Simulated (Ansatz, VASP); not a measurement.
# BN in VASP and in Ansatz

POSCAR

```
BN
1.0
    1.2675858000      0.7318410028      3.4173202092
   -1.2675858000      0.7318410028      3.4173202092
    0.0000000000     -1.4636820056      3.4173202092
N B
1 1
Direct
    0.6672382000      0.6672382000      0.6672382000
    0.0003288000      0.0003288000      0.0003288000
```

File INCAR.step1:

```
SYSTEM = BN
ALGO = Normal
EDIFF = 1E-4
ENCUT = 520
GGA = PE
ISMEAR = -1
LASPH = .True.
LCHARG = .False.
LREAL = .False.
LWAVE = .True.
NBANDS = 11
NELM = 80
PREC = Accurate
SIGMA = 0.05
```

File INCAR.step2:

```
SYSTEM = BN
ALGO = Normal
EDIFF = 1E-6
ENCUT = 520
ISIF = 2
ISMEAR = -1
ISTART = 1
LASPH = .True.
LCHARG = .True.
LELF = .True.
LMIXTAU = .True.
LREAL = .False.
LVHAR = .True.
LWAVE = .False.
METAGGA = R2SCAN
NBANDS = 11
NELM = 80
PREC = Accurate
SIGMA = 0.05
```

The input KPOINTS:

```
k-points
0
Gamma
  12 12 12
  0 0 0
```

Contents of input.yaml:

```yaml
crystal:
  lattice:
    - [1.2675858, 0.7318410028, 3.4173202092]
    - [-1.2675858, 0.7318410028, 3.4173202092]
    - [0.0, -1.4636820056, 3.4173202092]
  atoms:
    - { symbol: "N", position: [0.6672382, 0.6672382, 0.6672382] }
    - { symbol: B, position: [0.0003288, 0.0003288, 0.0003288] }
hamiltonian:
  xc: r2scan
  pseudopotentials: { kind: paw }
kpoints:
  mp_grid: { grid: [12, 12, 12] }
scf:
  occupations: { method: fermi_dirac, width: 0.05 }
output:
  forces: true
  stress: true
  eigenvalues: true
  write_density: true
  write_potential: true
  elf: true
  volumetric_format: npy
```

Alike in both runs: task single point; functional r2SCAN; k mesh 12 × 12 × 12; occupations fermi-dirac, width 0.05 eV; no spin polarisation.

```csv
,VASP,Ansatz
version,VASP 6.6.1,Ansatz 0.2.0
potentials or method,"VASP PAW PBE potentials, release 64 (N, B)",Ansatz PAW
plane-wave cutoff (eV),520,500
valence electrons in the cell,8,8
```

Ansatz gave:

```
gap on the k mesh at the Fermi level (eV)                     : 4.75
least direct gap on the mesh (eV)                             : 5.23
pressure (GPa)                                                : -9.3
traceless stress, the component that is largest in VASP (GPa) : 9.37
rms of the force components (eV/Å)                            : 0.006
```

Estimate VASP's values.

gap on the k mesh at the Fermi level (eV): 4.78; least direct gap on the mesh (eV): 5.28; pressure (GPa): -8.9; traceless stress, the component that is largest in VASP (GPa): 8.76; rms of the force components (eV/Å): 0.006.

VASP's potentials were made for PBE, not for r2SCAN. Atom by atom the forces differ by 0.000 eV/Å (rms over components). The functional is the same, so the differences come from potentials, cutoffs and numerics.
